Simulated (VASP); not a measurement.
# SiW12 in VASP: single point with PBE+D3(BJ)

Aim: the single point of SiW12 with PBE+D3(BJ).

Everything below comes from runs of VASP 6.6.1. Logs are shortened: lines on timing, memory, paths and dates and some standing lists are left out, and cuts for length are marked.

**1. The cell of the first run**

The cell holds a slab with vacuum, 13 atoms: a = 5.664 Å, b = 5.664 Å, c = 21.150 Å, α = 90.00°, β = 90.00°, γ = 90.00°.

**2. Single point, PBE+D3(BJ)**

Contents of INCAR:

```
SYSTEM = SiW12
PREC = Accurate
ENCUT = 520
EDIFF = 1E-7
ISMEAR = 0
SIGMA = 0.1
LREAL = .FALSE.
LASPH = .TRUE.
NELM = 60
ALGO = Fast
ISIF = 2
LWAVE = .FALSE.
LCHARG = .FALSE.
LDIPOL = .TRUE.
IDIPOL = 3
DIPOL = 0.5 0.5 0.304
GGA = PE
IVDW = 12
NBANDS = 98
```

Contents of KPOINTS:

```
regular mesh
0
G
  5 5 1
  0 0 0
```

Contents of POSCAR:

```
SiW12
1.0
    5.6644156868      0.0000000000      0.0000000000
    0.0000000000      5.6644156868      0.0000000000
    0.0000000000      0.0000000000     21.1500668291
W Si
12 1
Direct
    0.2500000000      0.2500000000      0.1891246979
    0.2500000000      0.7500000000      0.1891246979
    0.7500000000      0.2500000000      0.1891246979
    0.7500000000      0.7500000000      0.1891246979
    0.0000000000      0.0000000000      0.2848852803
    0.0000000000      0.5000000000      0.2848852803
    0.5000000000      0.0000000000      0.2848852803
    0.5000000000      0.5000000000      0.2848852803
    0.2500000000      0.2500000000      0.3806166143
    0.2500000000      0.7500000000      0.3806166143
    0.7500000000      0.2500000000      0.3806166143
    0.7500000000      0.7500000000      0.3806166143
    0.3333333333      0.4166666667      0.5271882552
```

Potentials or basis: VASP PAW PBE potentials, release 64 (W_sv, Si).

Launch:

```bash
$ cat potpaw_PBE.64/W_sv/POTCAR potpaw_PBE.64/Si/POTCAR > POTCAR
$ mpirun -np 1 vasp_std > vasp.out
```

OUTCAR:

```text
SYSTEM = SiW12
   PREC = Accurate
   ENCUT = 520
   EDIFF = 1E-7
   ISMEAR = 0
   LREAL = .FALSE.
   LASPH = .TRUE.
   NELM = 60
   ISIF = 2
   GGA = PE
   IVDW = 12
 IVDW          = 12

 ion  position               nearest neighbor table
   1  0.250  0.250  0.189-   2 2.83   3 2.83   2 2.83   3 2.83   7 2.85   8 2.85   5 2.85   6 2.85

   2  0.250  0.750  0.189-   1 2.83   4 2.83   1 2.83   4 2.83   7 2.85   8 2.85   5 2.85   6 2.85

   3  0.750  0.250  0.189-   1 2.83   4 2.83   4 2.83   1 2.83   7 2.85   8 2.85   5 2.85   6 2.85
[... 15 lines left out ...]
  11  0.750  0.250  0.381-   9 2.83  12 2.83  12 2.83   9 2.83   5 2.85   6 2.85   7 2.85   8 2.85

  12  0.750  0.750  0.381-  10 2.83  11 2.83  11 2.83  10 2.83   5 2.85   6 2.85   7 2.85   8 2.85

  13  0.333  0.417  0.527-   9 3.27

  LATTYP: Found a simple tetragonal cell.
 ALAT       =     5.6644156868
 C/A-ratio  =     3.7338479375

  Lattice vectors:

 A1 = (   5.6644156868,   0.0000000000,   0.0000000000)
 A2 = (   0.0000000000,   5.6644156868,   0.0000000000)
 A3 = (   0.0000000000,   0.0000000000,  21.1500668291)

Analysis of symmetry for initial positions (statically):
=====================================================================
 Subroutine PRICEL returns:
 Original cell was already a primitive cell.

 Routine SETGRP: Setting up the symmetry group for a
 simple tetragonal supercell.

 Subroutine GETGRP returns: Found  1 space group operations
 (whereof  1 operations were pure point group operations)
 out of a pool of 16 trial point group operations.

The static configuration has the point symmetry C_1 .

Analysis of symmetry for dynamics (positions and initial velocities):
=====================================================================
 Subroutine PRICEL returns:
 Original cell was already a primitive cell.

 Routine SETGRP: Setting up the symmetry group for a
 simple tetragonal supercell.

 Subroutine GETGRP returns: Found  1 space group operations
 (whereof  1 operations were pure point group operations)
 out of a pool of 16 trial point group operations.

The dynamic configuration has the point symmetry C_1 .

 Subroutine INISYM returns: Found  1 space group operations
 (whereof  1 operations are pure point group operations),
 and found     1 'primitive' translations

----------------------------------------------------------------------------------------
[... 124 lines left out ...]
  volume/ion in A,a.u.               =      52.20       352.27
  Fermi-wavevector in a.u.,A,eV,Ry     =   1.036041  1.957834 14.604238  1.073381
  Thomas-Fermi vector in A             =   2.170413
   LORBIT       =      0    0 simple, 1 ext, 2 COOP (PROOUT), +10 PAW based schemes
   GGA     = PE    functional components
   LHFCALC =     F    Hartree Fock is set to
   AEXX    =    0.0000 exact exchange contribution
   IVDW    =    12    specifies the selected vdW correction
   LEPSILON=     F    determine dielectric tensor
   LRPA    =     F    only Hartree local field effects (RPA)
 non-spin polarized calculation
 RMM-DIIS sequential band-by-band and
 Gauss-broadening in eV      SIGMA  =   0.10
  energy-cutoff  :      520.00
  volume of cell :      678.61
 maximum number of plane-waves:     18347
 NGX is ok and might be reduce to    42
   NGX = 21   NGY = 21   NGZ = 79

 dipolmoment           0.000000      0.000000      0.005196 electrons x Angstroem

 number of electron     171.9999987 magnetization

 dipolmoment           0.000000      0.000000     -0.054634 electrons x Angstroem

 Free energy of the ion-electron system (eV)
  ---------------------------------------------------
  ext. energy  EPLUGINS =         0.00000000
  ---------------------------------------------------
  free energy    TOTEN  =      -139.70394767 eV

  energy without entropy =     -139.57891518  energy(sigma->0) =     -139.64143142

 E-fermi :   0.3180     XC(G=0):  -5.4643

 val. band max:        0.3141996420   @ k =   0.4000   0.0000   0.0000
 cond. band min:       0.3283336985   @ k =   0.0000   0.2000   0.0000
 fundamental gap:      0.0141340566
 Fermi energy:         0.3179698762

 k-point     1 :       0.0000    0.0000    0.0000
  band No.  band energies     occupation
      1     -73.6358      2.00000
      2     -73.5978      2.00000
      3     -73.5711      2.00000
      4     -73.5610      2.00000
      5     -73.5439      2.00000
      6     -73.5062      2.00000
[... 1302 lines left out ...]
     97       1.3120      0.00000
     98       1.6898      0.00000

------------------------ aborting loop because EDIFF is reached ----------------------------------------

 vacuum level on the upper side and lower side of the slab       (xc-potential included)        -0.322         0.029

 Edisp (eV)   -5.13920

 E8    (eV) :    -2.7214

  FORCE on cell =-STRESS in cart. coord.  units (eV):
  Direction    XX          YY          ZZ          XY          YZ          ZX
  --------------------------------------------------------------------------------------
  -------------------------------------------------------------------------------------
  Total     -35.69939   -35.68136    -8.87272    -0.06209    -0.41130    -0.36284
  in kB     -84.28482   -84.24225   -20.94814    -0.14660    -0.97106    -0.85665
  external pressure =      -63.16 kB  Pullay stress =        0.00 kB

 VOLUME and BASIS-vectors are now :
 -----------------------------------------------------------------------------
  energy-cutoff  :      520.00
  volume of cell :      678.61
      direct lattice vectors                 reciprocal lattice vectors
     5.664415687  0.000000000  0.000000000     0.176540716  0.000000000  0.000000000
     0.000000000  5.664415687  0.000000000     0.000000000  0.176540716  0.000000000
     0.000000000  0.000000000 21.150066829     0.000000000  0.000000000  0.047281174

 POSITION                                       TOTAL-FORCE (eV/Angst)
 -----------------------------------------------------------------------------------
      1.41610      1.41610      4.00000        -0.018468     -0.059558      0.210393
      1.41610      4.24831      4.00000         0.000816      0.072511      0.097720
      4.24831      1.41610      4.00000         0.033377     -0.003946      0.046936
      4.24831      4.24831      4.00000         0.024562      0.027368      0.064301
      0.00000      0.00000      6.02534        -0.089605     -0.066283     -0.390436
      0.00000      2.83221      6.02534        -0.134954      0.111085     -0.185532
      2.83221      0.00000      6.02534         0.169821     -0.089802     -0.284920
      2.83221      2.83221      6.02534         0.053127      0.040642     -0.084924
      1.41610      1.41610      8.05007         0.077568      0.161937      1.772026
      1.41610      4.24831      8.05007         0.023735     -0.088142      0.839051
      4.24831      1.41610      8.05007        -0.037344      0.042274      0.499405
      4.24831      4.24831      8.05007        -0.037057     -0.059871      0.282942
      1.88814      2.36017     11.15007        -0.065579     -0.088215     -2.866964
 -----------------------------------------------------------------------------------
    total drift:                               -0.000069     -0.000146      0.000093

  FREE ENERGIE OF THE ION-ELECTRON SYSTEM (eV)
  ---------------------------------------------------
  free  energy   TOTEN  =      -144.8431501637 eV

  energy  without entropy=     -144.7181176722  energy(sigma->0) =     -144.78063392

 vacuum level on the upper side and lower side of the slab         4.500         4.858
```

OSZICAR:

```text
N       E                     dE             d eps       ncg     rms          rms(c)
DAV:   1     0.205542787565E+04    0.20554E+04   -0.10527E+05  3252   0.162E+03
DAV:   2    -0.488023427966E+02   -0.21042E+04   -0.20757E+04  2878   0.494E+02
[... 32 lines left out ...]
RMM:  35    -0.139703946278E+03   -0.62309E-06   -0.36967E-06  1523   0.601E-04    0.351E-04
RMM:  36    -0.139703947037E+03   -0.75868E-06   -0.25316E-06  1846   0.678E-04    0.257E-04
RMM:  37    -0.139703947337E+03   -0.29979E-06   -0.18759E-06  1098   0.438E-04    0.274E-04
RMM:  38    -0.139703947476E+03   -0.13923E-06   -0.11032E-06   902   0.370E-04    0.152E-04
RMM:  39    -0.139703947596E+03   -0.11966E-06   -0.95939E-07  1092   0.376E-04    0.637E-05
RMM:  40    -0.139703947668E+03   -0.72137E-07   -0.60593E-07   926   0.329E-04
   1 F= -.14484315E+03 E0= -.14478063E+03  d E =-.125032E+00
```

It took 53 min on 1 thread of Oxide Virtual Turin-like, shared host; peak memory 0.94 GiB.

Results:

```
Free energy                : -144.8432 eV
Largest force              : 2.869 eV/Å
Band gap on the k mesh     : zero (bands 86 and 87 overlap by 0.28 eV)
Dispersion energy per atom : -0.395 eV
```

Forces in eV/Å, atoms in the order of the input:
```
W   -0.018 -0.060  0.210
W    0.001  0.073  0.098
W    0.033 -0.004  0.047
W    0.025  0.027  0.064
W   -0.090 -0.066 -0.390
W   -0.135  0.111 -0.186
W    0.170 -0.090 -0.285
W    0.053  0.041 -0.085
W    0.078  0.162  1.772
W    0.024 -0.088  0.839
W   -0.037  0.042  0.499
W   -0.037 -0.060  0.283
Si  -0.066 -0.088 -2.867
```

Levels at points of the mesh, in eV from the Fermi level:
| k point | band 83 | band 84 | band 85 | band 86 | band 87 | band 88 | band 89 | band 90 | band 91 | band 92 |
| --- | --- | --- | --- | --- | --- | --- | --- | --- | --- | --- |
| (0.00, 0.00, 0.00) | -0.14 | -0.14 | -0.02 | -0.02 | 0.27 | 0.44 | 0.64 | 1.00 | 1.05 | 1.06 |

Caveat: spin-orbit coupling is left out, which moves the levels of the heavy elements.
